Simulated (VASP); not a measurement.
# B3N2 (P-3m1) in VASP: a series of runs, part 2 of 2

VASP 6.6.1.

## (4) Relaxation of cell and atoms, PBE

Input file INCAR:

```
ALGO = Normal ; EDIFF = 1E-7
EDIFFG = -0.04 ; ENCUT = 600
GGA = PE ; GGA_COMPAT = F
IBRION = 2 ; ISIF = 3
ISMEAR = 0 ; LASPH = T
LCHARG = F ; LREAL = F
LWAVE = F ; NELM = 120
NELMIN = 4 ; NSW = 90
PREC = Accurate ; SIGMA = 0.1
```

Input file KPOINTS:

```
k-points
0
Gamma
  6 6 4
```

Input file POSCAR:

```
B3N2
1.0
    3.1341946081      0.0000000000      0.0000000000
   -1.5670973040      2.7142921510      0.0000000000
    0.0000000000      0.0000000000      3.7842509535
B N
3 2
Direct
    0.0000000000      0.0000000000      0.0000000000
    0.3333333333      0.6666666667      0.6250000000
    0.6666666667      0.3333333333      0.3750000000
    0.3333333333      0.6666666667      0.1380000000
    0.6666666667      0.3333333333      0.8620000000
```

Potentials or basis: VASP PAW PBE potentials, release 64 (B, N).

Launch:

```console
$ cat potpaw_PBE.64/B/POTCAR potpaw_PBE.64/N/POTCAR > POTCAR
$ mpirun -np 1 vasp_std > vasp.out
```

OUTCAR:

```text
EDIFF = 1E-7
   EDIFFG = -0.04
   ENCUT = 600
   GGA = PE
   IBRION = 2
   ISIF = 3
   ISMEAR = 0
   LASPH = T
   LREAL = F
   NELM = 120
   NELMIN = 4
   NSW = 90
   PREC = Accurate

 ion  position               nearest neighbor table
   1  0.000  0.000  0.000-   4 1.88   5 1.88   4 1.88   5 1.88   5 1.88   4 1.88
   2  0.333  0.667  0.625-   4 1.84   4 1.94   3 2.04   3 2.04   3 2.04
   3  0.667  0.333  0.375-   5 1.84   5 1.94   2 2.04   2 2.04   2 2.04
   4  0.333  0.667  0.138-   2 1.84   1 1.88   1 1.88   1 1.88   2 1.94
   5  0.667  0.333  0.862-   3 1.84   1 1.88   1 1.88   1 1.88   3 1.94

  LATTYP: Found a hexagonal cell.
 ALAT       =     3.1341946081
 C/A-ratio  =     1.2074077799

  Lattice vectors:

 A1 = (   3.1341946081,   0.0000000000,   0.0000000000)
 A2 = (  -1.5670973040,   2.7142921510,   0.0000000000)
 A3 = (   0.0000000000,   0.0000000000,   3.7842509535)

Analysis of symmetry for initial positions (statically):
=====================================================================
 Subroutine PRICEL returns:
 Original cell was already a primitive cell.

 Routine SETGRP: Setting up the symmetry group for a
 hexagonal supercell.

 Subroutine GETGRP returns: Found 12 space group operations
 (whereof 12 operations were pure point group operations)
 out of a pool of 24 trial point group operations.

The static configuration has the point symmetry D_3d.

[... 254 lines left out ...]
 k-point     1 :       0.0000    0.0000    0.0000
  band No.  band energies     occupation
      1     -15.4505      2.00000
      2     -12.7633      2.00000
      3      -4.6141      2.00000
      4      -2.4828      2.00000
      5      -2.4828      2.00000
      6      -1.3746      2.00000
      7       0.8800      2.00000
      8       0.8800      2.00000
      9       0.9662      2.00000
     10       3.7906      2.00000
     11       3.8981      2.00000
     12       6.8495      0.00000
     13       6.8495      0.00000
[... 398 lines left out ...]
  FREE ENERGIE OF THE ION-ELECTRON SYSTEM (eV)
  ---------------------------------------------------
  free  energy   TOTEN  =       -25.0526796827 eV

  energy  without entropy=      -25.0414127193  energy(sigma->0) =      -25.04704620

[... ionic steps 4 to 40 ...]

--------------------------------------- Ionic step       41  -------------------------------------------

 number of electron      18.9999998 magnetization

------------------------ aborting loop because EDIFF is reached ----------------------------------------
[... 73 lines left out ...]
--------------------------------------- Ionic step       43  -------------------------------------------

 number of electron      18.9999997 magnetization

 Free energy of the ion-electron system (eV)
  ---------------------------------------------------
  ext. energy  EPLUGINS =         0.00000000
  ---------------------------------------------------
  free energy    TOTEN  =       -35.39667172 eV

  energy without entropy =      -35.39493958  energy(sigma->0) =      -35.39580565

 E-fermi :   6.9951     XC(G=0): -11.9901

 val. band max:        6.8696278307   @ k =  -0.1667   0.5000   0.2500
 cond. band min:       7.0803209019   @ k =   0.3333   0.3333   0.0000
 fundamental gap:      0.2106930712
 Fermi energy:         6.9950875739

 k-point     1 :       0.0000    0.0000    0.0000
  band No.  band energies     occupation
      1     -13.9010      2.00000
      2     -12.7910      2.00000
      3      -4.7359      2.00000
      4       0.2687      2.00000
      5       1.6127      2.00000
      6       3.1371      2.00000
      7       3.1371      2.00000
      8       3.4080      2.00000
      9       3.4080      2.00000
     10      10.0035      0.00000
     11      14.5592      0.00000
     12      14.5592      0.00000
     13      16.7143      0.00000
[... 398 lines left out ...]
  FREE ENERGIE OF THE ION-ELECTRON SYSTEM (eV)
  ---------------------------------------------------
  free  energy   TOTEN  =       -35.3966717160 eV

  energy  without entropy=      -35.3949395802  energy(sigma->0) =      -35.39580565

 reached required accuracy - stopping structural energy minimisation
```

CONTCAR:

```text
B3N2
   1.00000000000000
     2.5025913959152515   -0.0000000000117181   -0.0000000000000000
    -1.2512956979278493    2.1673077241534409    0.0000000000000000
    -0.0000000000000000    0.0000000000000000    6.5041994562748489
  B               N
     3     2
Direct
     0.0000000000000000    0.0000000000000000    0.0000000000000000
     0.3333333332999970    0.6666666667000030    0.6927660980043839
     0.6666666667000030    0.3333333332999970    0.3072339019956158
     0.3333333332999970    0.6666666667000030    0.3204719547434043
     0.6666666667000030    0.3333333332999970    0.6795280452565960

  0.00000000E+00  0.00000000E+00  0.00000000E+00
  0.00000000E+00  0.00000000E+00  0.00000000E+00
  0.00000000E+00  0.00000000E+00  0.00000000E+00
  0.00000000E+00  0.00000000E+00  0.00000000E+00
  0.00000000E+00  0.00000000E+00  0.00000000E+00
```

Wall time 12 min (1 thread of Intel Xeon 8259CL, shared host); peak memory 0.16 GiB.

Results:

```
Free energy                           : -35.3967 eV
Relaxed volume                        : 7.06 Å³/atom
Relaxed cell                          : a = 2.503 Å, b = 2.503 Å, c = 6.504 Å, α = 90.00°, β = 90.00°, γ = 120.00°
Space group after relaxing (to 0.1 Å) : P-3m1 (No. 164)
Pressure after relaxing               : 0.2 GPa
Largest force after relaxing          : 0.028 eV/Å
Band gap on the k mesh                : zero (an odd number of electrons rules out a gap without spin polarisation)
```

Forces in eV/Å, atoms in the order of the input:
```
B    0.000  0.000  0.000
B    0.000  0.000 -0.028
B    0.000  0.000  0.028
N    0.000  0.000 -0.005
N    0.000  0.000  0.005
```

Final structure:
```xyz
5
Lattice="2.5026 0.0000 0.0000 -1.2513 2.1673 0.0000 0.0000 0.0000 6.5042" Properties=species:S:1:pos:R:3 pbc="T T T"
B     0.0000    0.0000    0.0000
B     0.0000    1.4449    4.5059
B     1.2513    0.7224    1.9983
N     0.0000    1.4449    2.0844
N     1.2513    0.7224    4.4198
```

Caveat: the k points lie up to 0.48 Å⁻¹ apart in the final cell, too coarse for converged energies and pressures of a metal; a cell axis changed by over 15 % at a fixed basis, so the end point is rough.

## (5) Single point, PBE, collinear spin, ferromagnetic start

This run uses another cell than the first one, of 6.56 Å³/atom.

Input file INCAR:

```
SYSTEM = B3N2
PREC     = Accurate       ! precision mode
ENCUT    = 600            ! plane-wave cutoff, eV
EDIFF    = 1E-6           ! SCF threshold, eV
ISMEAR   = 0              ! smearing method
SIGMA    = 0.1            ! smearing width, eV
LREAL    = .FALSE.        ! projectors in reciprocal space
LASPH    = .TRUE.         ! aspherical terms in the spheres
NELM     = 200            ! most SCF steps
ALGO     = Normal         ! electronic algorithm
ISIF     = 2              ! what is computed and relaxed
LWAVE    = .FALSE.        ! write WAVECAR
LCHARG   = .FALSE.        ! write CHGCAR
ISPIN    = 2              ! spin polarisation
MAGMOM   = 0 0 0 1 1      ! initial moments
LORBIT   = 11             ! projections on sites
GGA      = PE             ! functional
NBANDS   = 22             ! bands
GGA_COMPAT= .FALSE.
```

Input file KPOINTS:

```
Automatic mesh
0
G
  6 6 4
  0 0 0
```

Input file POSCAR:

```
B3N2
1.0
    2.8976530870      0.0000000000      0.0000000000
   -1.4488265435      2.5094411847      0.0000000000
    0.0000000000      0.0000000000      4.5082775187
B N
3 2
Direct
    0.0000000000      0.0000000000      0.0000000000
    0.3333333333      0.6666666667      0.6450000000
    0.6666666667      0.3333333333      0.3550000000
    0.3333333333      0.6666666667      0.2450000000
    0.6666666667      0.3333333333      0.7550000000
```

Launch:

```console
$ cat potpaw_PBE.64/B/POTCAR potpaw_PBE.64/N/POTCAR > POTCAR
$ mpirun -np 1 vasp_std > vasp.out
```

It took 45 s on 1 thread of Intel Xeon 8259CL, shared host; peak memory 0.17 GiB.

The run converged. Its results:

```
Free energy                                           : -27.7248 eV
Pressure                                              : 13.7 GPa
Largest force                                         : 2.700 eV/Å
Net moment                                            : 0.00 μB per cell
Valence electrons inside the program's atomic spheres : B 1.60, 1.67 (each value once); N 3.65
```

Forces in eV/Å, atoms in the order of the input:
```
B    0.000  0.000  0.000
B    0.000  0.000  0.322
B    0.000  0.000 -0.322
N    0.000  0.000  2.700
N    0.000  0.000 -2.700
```

Stress tensor (GPa, compression positive):
```
 9.84  0.00  0.00
 0.00  9.84  0.00
 0.00  0.00 21.35
```

Levels at points of the mesh, in eV from the Fermi level:
Spin up:
| k point | band 6 | band 7 | band 8 | band 9 | band 10 | band 11 | band 12 | band 13 | band 14 | band 15 |
| --- | --- | --- | --- | --- | --- | --- | --- | --- | --- | --- |
| (0.00, 0.00, 0.00) | -5.58 | -5.58 | -4.82 | -1.27 | -1.11 | 0.25 | 0.25 | 2.98 | 2.98 | 3.66 |
| (0.50, 0.00, 0.00) | -9.90 | -8.48 | -6.72 | -2.34 | -0.24 | 0.29 | 1.20 | 4.38 | 4.91 | 5.06 |
| (0.00, 0.00, 0.50) | -7.05 | -5.78 | -5.78 | -1.05 | -0.22 | -0.22 | 0.47 | 2.41 | 2.41 | 3.10 |
| (0.50, 0.00, 0.50) | -8.23 | -7.55 | -7.33 | -2.53 | -1.50 | -0.01 | 1.09 | 3.98 | 5.04 | 5.39 |
Spin down:
| k point | band 7 | band 8 | band 9 | band 10 | band 11 | band 12 | band 13 | band 14 |
| --- | --- | --- | --- | --- | --- | --- | --- | --- |
| (0.00, 0.00, 0.00) | -5.58 | -4.82 | -1.27 | -1.10 | 0.25 | 0.25 | 2.98 | 2.98 |
| (0.50, 0.00, 0.00) | -8.48 | -6.72 | -2.34 | -0.24 | 0.29 | 1.20 | 4.38 | 4.91 |
| (0.00, 0.00, 0.50) | -5.78 | -5.78 | -1.05 | -0.22 | -0.22 | 0.47 | 2.41 | 2.41 |
| (0.50, 0.00, 0.50) | -7.55 | -7.33 | -2.53 | -1.50 | -0.01 | 1.10 | 3.98 | 5.04 |

Caveat: the k points lie up to 0.42 Å⁻¹ apart; forces of over 1 eV/Å act on the atoms, so gaps and moduli don't describe the material at rest.

## (6) Single point, PBE, collinear spin, ferromagnetic start

Input file INCAR:

```
PREC = Accurate ; ENCUT = 600
EDIFF = 1E-6 ; ISMEAR = 0
SIGMA = 0.1 ; LREAL = F
LASPH = T ; NELM = 200
ALGO = Normal ; ISIF = 2
LWAVE = F ; LCHARG = T
ISPIN = 2 ; MAGMOM = 0 0 0 1 1
LORBIT = 11 ; GGA = PE
LELF = T ; LVHAR = T
NBANDS = 22 ; GGA_COMPAT = F
```

Input file KPOINTS:

```
Automatic mesh
0
Gamma
  6 6 6
```

Input file POSCAR:

```
B3N2
1.0
    3.1341946081      0.0000000000      0.0000000000
   -1.5670973040      2.7142921510      0.0000000000
    0.0000000000      0.0000000000      3.7842509535
B N
3 2
Direct
    0.0000000000      0.0000000000      0.0000000000
    0.3333333333      0.6666666667      0.6250000000
    0.6666666667      0.3333333333      0.3750000000
    0.3333333333      0.6666666667      0.1380000000
    0.6666666667      0.3333333333      0.8620000000
```

Potentials or basis: VASP PAW PBE potentials, release 64 (B, N).

Launch:

```console
$ cat potpaw_PBE.64/B/POTCAR potpaw_PBE.64/N/POTCAR > POTCAR
$ mpirun -np 1 vasp_std > vasp.out
```

Wall time 84 s (1 thread of Intel Xeon 8259CL, shared host); peak memory 0.19 GiB.

The run converged. Its results:

| Item | Value |
| --- | --- |
| Free energy | -23.8438 eV |
| Pressure | 21.9 GPa |
| Largest force | 3.432 eV/Å |
| Net moment | 0.00 μB per cell |
| Valence electrons inside the program's atomic spheres | B 1.57, 1.61 (each value once); N 3.59 |

Forces in eV/Å, atoms in the order of the input:
```
B    0.000  0.000  0.000
B    0.000  0.000 -1.775
B    0.000  0.000  1.775
N    0.000  0.000  3.432
N    0.000  0.000 -3.432
```

Stress tensor (GPa, compression positive):
```
13.96  0.00  0.00
 0.00 13.96  0.00
 0.00  0.00 37.91
```

Levels at points of the mesh, in eV from the Fermi level:
Spin up:
| k point | band 7 | band 8 | band 9 | band 10 | band 11 | band 12 |
| --- | --- | --- | --- | --- | --- | --- |
| (0.00, 0.00, 0.00) | -5.24 | -5.24 | -1.80 | 0.67 | 2.05 | 2.05 |
| (0.50, 0.00, 0.00) | -6.85 | -3.45 | -2.37 | -0.10 | 0.40 | 2.15 |
| (0.00, 0.00, 0.50) | -5.32 | -5.32 | -1.55 | -1.55 | -1.15 | 0.17 |
| (0.50, 0.00, 0.50) | -5.42 | -3.85 | 0.14 | 1.47 | 1.76 | 2.30 |
Spin down:
| k point | band 6 | band 7 | band 8 | band 9 | band 10 | band 11 | band 12 | band 13 |
| --- | --- | --- | --- | --- | --- | --- | --- | --- |
| (0.00, 0.00, 0.00) | -7.01 | -5.24 | -5.24 | -1.80 | 0.67 | 2.05 | 2.05 | 2.07 |
| (0.50, 0.00, 0.00) | -7.55 | -6.85 | -3.45 | -2.37 | -0.10 | 0.40 | 2.15 | 3.25 |
| (0.00, 0.00, 0.50) | -5.80 | -5.32 | -5.32 | -1.55 | -1.55 | -1.15 | 0.17 | 1.66 |
| (0.50, 0.00, 0.50) | -6.87 | -5.42 | -3.85 | 0.14 | 1.47 | 1.76 | 2.30 | 2.55 |

Caveat: the k points lie up to 0.39 Å⁻¹ apart; forces of over 1 eV/Å act on the atoms, so gaps and moduli don't describe the material at rest.

## (7) Overview

| task | spin | cell | k mesh | gap on the mesh (eV) | pressure (GPa) | moment (μB) | largest force (eV/Å) |
| --- | --- | --- | --- | --- | --- | --- | --- |
| single point | off | a = 3.134, b = 3.134, c = 3.784 Å, angles 90.0, 90.0, 120.0°, 5 atoms, atomic positions A | 6 × 6 × 6 | none | 21.9 | - | 3.43 |
| single point | off | a = 2.474, b = 2.474, c = 11.481 Å, angles 90.0, 90.0, 120.0°, 5 atoms, atomic positions B | 6 × 6 × 4 | none | 0.0 | - | - |
| relaxation of cell and atoms | off | relaxed from a = 3.134, b = 3.134, c = 3.784 Å, angles 90.0, 90.0, 120.0°, 5 atoms, atomic positions A | 6 × 6 × 4 | none | 0.2 | - | 0.03 |
| single point | collinear, ferromagnetic start | a = 2.898, b = 2.898, c = 4.508 Å, angles 90.0, 90.0, 120.0°, 5 atoms, atomic positions C | 6 × 6 × 4 | none | 13.7 | 0.00 | 2.70 |
| single point | collinear, ferromagnetic start | a = 3.134, b = 3.134, c = 3.784 Å, angles 90.0, 90.0, 120.0°, 5 atoms, atomic positions A | 6 × 6 × 6 | none | 21.9 | 0.00 | 3.43 |

Alike in all rows: level PBE; potentials or basis VASP PAW PBE potentials, release 64 (B, N); cutoff (eV) 600; smearing gaussian 0.1 eV.

Caveats: all runs use coarse meshes; forces of over 1 eV/Å act on the atoms, so gaps and moduli don't describe the material at rest (at least some runs); this functional lacks dispersion, which binds the layers, so the pressure and a relaxed spacing across them are unreliable (at least some runs); a cell axis changed by over 15 % at a fixed basis, so the end point is rough (at least some runs).

Absolute energies hang on the potentials; compare differences alone.
